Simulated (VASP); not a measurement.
# FeCu (Cmmm) in VASP: settings compared, part 2 of 2

VASP 6.6.1. Earlier steps stand in the parts before.

## 4. Single point, r2SCAN

The input, POSCAR:

```
FeCu
1.0
    1.4382720000     -1.9879340000      0.0000000000
    1.4382720000      1.9879340000      0.0000000000
    0.0000000000      0.0000000000      4.1381350000
Fe Cu
1 1
Direct
    0.0000000000      0.0000000000      0.0000000000
    0.5000000000      0.5000000000      0.5000000000
```

The input, INCAR.step1:

```
PREC     = Accurate       # precision mode
ENCUT    = 520            # plane-wave cutoff, eV
ISMEAR   = 0              # smearing method
SIGMA    = 0.1            # smearing width, eV
LREAL    = False          # projectors in reciprocal space
LASPH    = True           # aspherical terms in the spheres
NELM     = 80             # most SCF steps
NBANDS   = 16             # bands
GGA      = PE             # functional
ALGO     = Normal         # electronic algorithm
EDIFF    = 1E-4           # SCF threshold, eV
LWAVE    = True           # write WAVECAR
LCHARG   = False          # write CHGCAR
```

The input, INCAR.step2:

```
PREC     = Accurate       # precision mode
ENCUT    = 520            # plane-wave cutoff, eV
EDIFF    = 1E-6           # SCF threshold, eV
ISMEAR   = 0              # smearing method
SIGMA    = 0.1            # smearing width, eV
LREAL    = False          # projectors in reciprocal space
LASPH    = True           # aspherical terms in the spheres
NELM     = 80             # most SCF steps
ALGO     = Normal         # electronic algorithm
ISIF     = 2              # what is computed and relaxed
LWAVE    = False          # write WAVECAR
LCHARG   = False          # write CHGCAR
METAGGA  = R2SCAN         # meta-GGA
LMIXTAU  = True         
NBANDS   = 16             # bands
ISTART   = 1
```

The input, KPOINTS:

```
Automatic mesh
0
Gamma
  18 18 10
```

Potentials or basis: VASP PAW PBE potentials, release 64 (Fe, Cu).

Started as:

```sh
$ cat potpaw_PBE.64/Fe/POTCAR potpaw_PBE.64/Cu/POTCAR > POTCAR
$ cp INCAR.step1 INCAR
$ mpirun -np 1 vasp_std > vasp.out
$ cp INCAR.step2 INCAR
$ mpirun -np 1 vasp_std > vasp.out
```

OUTCAR:

```text
PREC = Accurate
   ENCUT = 520
   EDIFF = 1E-6
   ISMEAR = 0
   LREAL = False
   LASPH = True
   NELM = 80
   ISIF = 2
   METAGGA = R2SCAN
   ISTART = 1

 ion  position               nearest neighbor table
   1  0.000  0.000  0.000-   2 2.52   2 2.52   2 2.52   2 2.52   2 2.87   2 2.87   2 2.87   2 2.87

   2  0.500  0.500  0.500-   1 2.52   1 2.52   1 2.52   1 2.52   1 2.87   1 2.87   1 2.87   1 2.87

  LATTYP: Found a base centered orthorhombic cell.
 ALAT       =     2.8765440000
 B/A-ratio  =     1.3821683242
 C/A-ratio  =     1.4385787250

  Lattice vectors:

 A1 = (   1.4382720000,  -1.9879340000,   0.0000000000)
 A2 = (   1.4382720000,   1.9879340000,   0.0000000000)
 A3 = (   0.0000000000,   0.0000000000,   4.1381350000)

Analysis of symmetry for initial positions (statically):
=====================================================================
 Subroutine PRICEL returns:
 Original cell was already a primitive cell.

 Routine SETGRP: Setting up the symmetry group for a
 base centered orthorhombic supercell.

 Subroutine GETGRP returns: Found  8 space group operations
 (whereof  8 operations were pure point group operations)
 out of a pool of  8 trial point group operations.

The static configuration has the point symmetry D_2h.

Analysis of symmetry for dynamics (positions and initial velocities):
=====================================================================
 Subroutine PRICEL returns:
 Original cell was already a primitive cell.

 Routine SETGRP: Setting up the symmetry group for a
 base centered orthorhombic supercell.

 Subroutine GETGRP returns: Found  8 space group operations
 (whereof  8 operations were pure point group operations)
 out of a pool of  8 trial point group operations.

The dynamic configuration has the point symmetry D_2h.

 Subroutine INISYM returns: Found  8 space group operations
 (whereof  8 operations are pure point group operations),
 and found     1 'primitive' translations

----------------------------------------------------------------------------------------

                                     Primitive cell

  volume of cell :      23.6634

  direct lattice vectors                    reciprocal lattice vectors
     1.438272000 -1.987934000  0.000000000     0.347639389 -0.251517405  0.000000000
     1.438272000  1.987934000  0.000000000     0.347639389  0.251517405  0.000000000
     0.000000000  0.000000000  4.138135000     0.000000000  0.000000000  0.241654755

  length of vectors
     2.453672336  2.453672336  4.138135000     0.429085248  0.429085248  0.241654755

  position of ions in fractional coordinates (direct lattice)
     0.000000000  0.000000000  0.000000000
     0.500000000  0.500000000  0.500000000

  ion indices of the primitive-cell ions
   primitive index   ion index
                 1           1
                 2           2

----------------------------------------------------------------------------------------

 KPOINTS: Automatic mesh

Automatic generation of k-mesh.
 Grid dimensions read from file:
 generate k-points for:   18   18   10

 Generating k-lattice:

  Cartesian coordinates                     Fractional coordinates (reciprocal lattice)
     0.019313299 -0.013973189  0.000000000     0.055555556  0.000000000  0.000000000
     0.019313299  0.013973189  0.000000000     0.000000000  0.055555556  0.000000000
     0.000000000  0.000000000  0.024165476     0.000000000  0.000000000  0.100000000

  Length of vectors
     0.023838069  0.023838069  0.024165476

  Shift w.r.t. Gamma in fractional coordinates (k-lattice)
     0.000000000  0.000000000  0.000000000

 Subroutine IBZKPT returns following result:
 ===========================================

 Found    546 irreducible k-points:

 Following reciprocal coordinates:
            Coordinates               Weight
  0.000000  0.000000  0.000000      1.000000
  0.055556 -0.000000  0.000000      4.000000
  0.111111 -0.000000  0.000000      4.000000
  0.166667  0.000000  0.000000      4.000000
  0.222222  0.000000  0.000000      4.000000
  0.277778  0.000000  0.000000      4.000000
[... 16 lines left out ...]
 -0.277778  0.055556  0.000000      4.000000
 -0.222222  0.055556  0.000000      4.000000
 [... further k-points ...]
   k-points           NKPTS =    546   k-points in BZ     NKDIM =    546   number of bands    NBANDS=     16
   number of dos      NEDOS =    301   number of ions     NIONS =      2
   total plane-waves  NPLWV =  10368
   dimension x,y,z NGX =    18 NGY =   18 NGZ =   32
   dimension x,y,z NGXF=    36 NGYF=   36 NGZF=   64
   ions per type =               1   1
   NGX,Y,Z   is equivalent  to a cutoff of  12.20, 12.20, 12.86 a.u.
   NGXF,Y,Z  is equivalent  to a cutoff of  24.39, 24.39, 25.71 a.u.
 SYSTEM =  unknown system
   PREC   = accura    normal or accurate (medium, high low for compatibility)
   ISTART =      1    job   : 0-new  1-cont  2-samecut
   ICHARG =      0    charge: 1-file 2-atom 10-const
   ISPIN  =      1    spin polarized calculation?
   LNONCOLLINEAR =      F non collinear calculations
   LSORBIT =      F    spin-orbit coupling
   LASPH  =      T    aspherical Exc in radial PAW
   ENCUT  =  520.0 eV  38.22 Ry    6.18 a.u.   4.56  4.56  7.69*2*pi/ulx,y,z
   NELM   =     80;   NELMIN=  2; NELMDL=  0     # of ELM steps
   EDIFF  = 0.1E-05   stopping-criterion for ELM
   LREAL  =      F    real-space projection
   EDIFFG = 0.1E-04   stopping-criterion for IOM
   NSW    =      0    number of steps for IOM
   IBRION =     -1    ionic relax: 0-MD 1-quasi-New 2-CG
   NFREE  =      0    steps in history (QN), initial steepest desc. (CG)
   ISIF   =      2    stress and relaxation
   ISYM   =      2    0-nonsym 1-usesym 2-fastsym
   POTIM  = 0.5000    time-step for ionic-motion
   TEBEG  =    0.0;   TEEND  =   0.0 temperature during run
   PSTRESS=    0.0 pullay stress
   NELECT =      19.0000    total number of electrons
   NUPDOWN=      -1.0000    fix difference up-down
   EMIN   =  10.00;   EMAX   =-10.00  energy-range for DOS
   EFERMI =   0.00;   METHOD = LEGACY
   ISMEAR =     0;   SIGMA  =   0.10  broadening in eV -4-tet -1-fermi 0-gaus
   EFERMI_NEDOS =   21; number of points for ismear=-14 and -15
   IALGO  =     38    algorithm
   IMIX   =      4    mixing-type and parameters
     AMIX     =   0.40;   BMIX     =  1.00
     AMIX_MAG =   1.60;   BMIX_MAG =  1.00
  volume/ion in A,a.u.               =      11.83        79.84
  Fermi-wavevector in a.u.,A,eV,Ry     =   1.521599  2.875405 31.501064  2.315263
  Thomas-Fermi vector in A             =   2.630292
   LORBIT       =      0    0 simple, 1 ext, 2 COOP (PROOUT), +10 PAW based schemes
   METAGGA = R2SCAN    functional components
   LHFCALC =     F    Hartree Fock is set to
   AEXX    =    0.0000 exact exchange contribution
   IVDW    =     0    specifies the selected vdW correction
   LEPSILON=     F    determine dielectric tensor
   LRPA    =     F    only Hartree local field effects (RPA)
 non-spin polarized calculation
 Gauss-broadening in eV      SIGMA  =   0.10
  energy-cutoff  :      520.00
  volume of cell :       23.66
 maximum number of plane-waves:       654
   NGX =  9   NGY =  9   NGZ = 15

 number of electron      18.9999982 magnetization

 Free energy of the ion-electron system (eV)
  ---------------------------------------------------
  ext. energy  EPLUGINS =         0.00000000
  ---------------------------------------------------
  free energy    TOTEN  =       -23.57899467 eV

  energy without entropy =      -23.55340081  energy(sigma->0) =      -23.56619774

 E-fermi :   6.2495     XC(G=0): -13.8914

 val. band max:        6.2491074089   @ k =   0.4444   0.4444   0.0000
 cond. band min:       6.2512192477   @ k =   0.4444   0.4444   0.1000
 fundamental gap:      0.0021118388
 Fermi energy:         6.2494749633

 k-point     1 :       0.0000    0.0000    0.0000
  band No.  band energies     occupation
      1      -2.8423      2.00000
      2       1.4316      2.00000
      3       2.5644      2.00000
      4       3.6682      2.00000
      5       3.7464      2.00000
      6       4.0585      2.00000
[... 8 lines left out ...]
     15      26.2124      0.00000
     16      29.4891      0.00000
[... 419 lines left out ...]
 k-point    24 :      -0.2222    0.0556    0.0000
  band No.  band energies     occupation
      1      -1.5012      2.00000
      2       2.1047      2.00000
      3       2.7944      2.00000
      4       3.1287      2.00000
      5       3.6865      2.00000
      6       3.7577      2.00000
[... 8 lines left out ...]
     15      26.1316      0.00000
     16      26.9065      0.00000

 [... further k-points ...]

------------------------ aborting loop because EDIFF is reached ----------------------------------------

  FORCE on cell =-STRESS in cart. coord.  units (eV):
  Direction    XX          YY          ZZ          XY          YZ          ZX
  --------------------------------------------------------------------------------------
  -------------------------------------------------------------------------------------
  Total       -2.7190994     -2.9129868     -1.3811892      0.0000000      0.0000000      0.0000000
  in kB     -184.1017959   -197.2293148    -93.5160442      0.0000000      0.0000000      0.0000000
  external PRESSURE =    -158.2823850 kB  Pullay stress =       0.0000000 kB

 VOLUME and BASIS-vectors are now :
 -----------------------------------------------------------------------------
  energy-cutoff  :      520.00
  volume of cell :       23.66
      direct lattice vectors                 reciprocal lattice vectors
     1.438272000 -1.987934000  0.000000000     0.347639389 -0.251517405  0.000000000
     1.438272000  1.987934000  0.000000000     0.347639389  0.251517405  0.000000000
     0.000000000  0.000000000  4.138135000     0.000000000  0.000000000  0.241654755

 POSITION                                       TOTAL-FORCE (eV/Angst)
 -----------------------------------------------------------------------------------
      0.00000      0.00000      0.00000        -0.000000      0.000000      0.000000
      1.43827      0.00000      2.06907         0.000000     -0.000000      0.000000
 -----------------------------------------------------------------------------------
    total drift:                               -0.000000     -0.000000     -0.000000

  FREE ENERGIE OF THE ION-ELECTRON SYSTEM (eV)
  ---------------------------------------------------
  free  energy   TOTEN  =       -23.5789946737 eV

  energy  without entropy=      -23.5534008078  energy(sigma->0) =      -23.56619774
```

Run time: 18 min. Hardware: 1 thread of Intel Xeon 8259CL, shared host; peak memory 0.34 GiB.

What came out:

```yaml
Free_energy: -23.5790 eV
Pressure: -15.8 GPa
Band_gap_on_the_k_mesh: zero (an odd number of electrons rules out a gap without spin polarisation)
```

Stress tensor (GPa, compression positive):
```
-18.41   0.00   0.00
  0.00 -19.72   0.00
  0.00   0.00  -9.35
```

Caveat: the cell stands under tension; the PAW data sets were made with another functional, which shifts forces and pressure a little; the run has no spin polarisation, though such a crystal can be magnetic.

## 5. Summary

| level | spin | k mesh | gap on the mesh (eV) | pressure (GPa) |
| --- | --- | --- | --- | --- |
| PBE | collinear, ferromagnetic start | 8 × 8 × 4 | none | 1.7 |
| PBE | off | 18 × 18 × 10 | none | -9.2 |
| r2SCAN | off | 18 × 18 × 10 | none | -15.8 |

Alike in all rows: task single point; potentials or basis VASP PAW PBE potentials, release 64 (Fe, Cu); cell as given; cutoff (eV) 520; smearing gaussian 0.1 eV.

Caveats: some runs use coarse meshes; the cell stands under tension (at least some runs); the PAW data sets were made with another functional, which shifts forces and pressure a little (at least some runs).

Total energies depend on the potentials used, so only differences within one code and one set of settings carry meaning.
